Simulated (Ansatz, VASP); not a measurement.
**WS2 in VASP and in Ansatz**

```
S W
1.0
     3.15300    0.00000    0.00000
    -1.57650    2.73058    0.00000
     0.00000    0.00000   30.08000
S W
2 1
Cartesian
  1.5765 0.9102 8.9866
  1.5765 0.9102 12.1534
  0.0000 1.8204 10.5700
```

Alike in both runs: functional PBE; k mesh 12 × 12 × 1; occupations gaussian, width 0.02 eV; no spin polarisation.

Ansatz relaxed the structure, and its values are those at the end. VASP's run is a single point on that final structure, the one shown.

|  | VASP | Ansatz |
| --- | --- | --- |
| version | VASP 6.6.1 | Ansatz 0.2.0 |
| potentials or method | VASP PAW PBE potentials, release 64 (S, W_sv) | scalar-relativistic, plane waves, PAW |
| plane-wave cutoff (eV) | 520 | 420 |
| valence electrons in the cell | 26 | 26 |

|  | VASP | Ansatz | Ansatz less VASP |
| --- | --- | --- | --- |
| gap on the k mesh at the Fermi level (eV) | 1.96 | 1.96 | +0.001 |
| least direct gap on the mesh (eV) | 1.97 | 1.96 | -0.004 |

With one functional, cell and mesh, what is left measures potentials, basis and numerics. Ansatz's warnings: slab cell height set.

Neither program's run includes spin-orbit coupling.
